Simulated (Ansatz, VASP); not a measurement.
**Two plane-wave programs on W2AuN3**

```xyz
6
Lattice="2.9825 0.0000 0.0000 -1.4913 2.5829 0.0000 0.0000 0.0000 10.1768" Properties=species:S:1:pos:R:3 pbc="T T T"
W     0.0000    1.7220    7.5972
W     1.4913    0.8610    2.9124
Au    0.0000    1.7220    0.7189
N     1.4913    0.8610    8.8580
N     1.4913    0.8610    6.5424
N     0.0000    1.7220    3.9014
```

Change from the starting cell: species swapped into the TeMo2S3 type (P3m1, No. 156).

Alike in both runs: task single point; functional PBE; k mesh 6 × 6 × 2; occupations gaussian, width 0.1 eV; no spin polarisation.

|  | VASP | Ansatz |
| --- | --- | --- |
| version | VASP 6.6.1 | Ansatz 0.2.0 |
| potentials or method | VASP PAW PBE potentials, release 64 (W_sv, Au, N), cutoff 600 eV | scalar-relativistic, plane waves, PAW |
| valence electrons in the cell | 54 | 62 |

|  | VASP | Ansatz | Ansatz less VASP |
| --- | --- | --- | --- |
| gap on the k mesh at the Fermi level (eV) | none | none | - |
| pressure (GPa) | 1.6 | 0.7 | -0.88 |
| traceless stress, the component that is largest in VASP (GPa) | -1.12 | -0.96 | +0.165 |
| rms of the force components (eV/Å) | 0.110 | 0.131 | +0.0217 |

Atom by atom the forces differ by 0.061 eV/Å (rms over components). A gap of «none» marks a metal or a gap that the smearing closes. VASP's potentials hold 54 valence electrons a cell and Ansatz's 62, so a difference there can come from the potentials and not from the codes.

The k mesh is coarse, so the values compare programs but aren't converged. Neither program's run includes spin-orbit coupling.
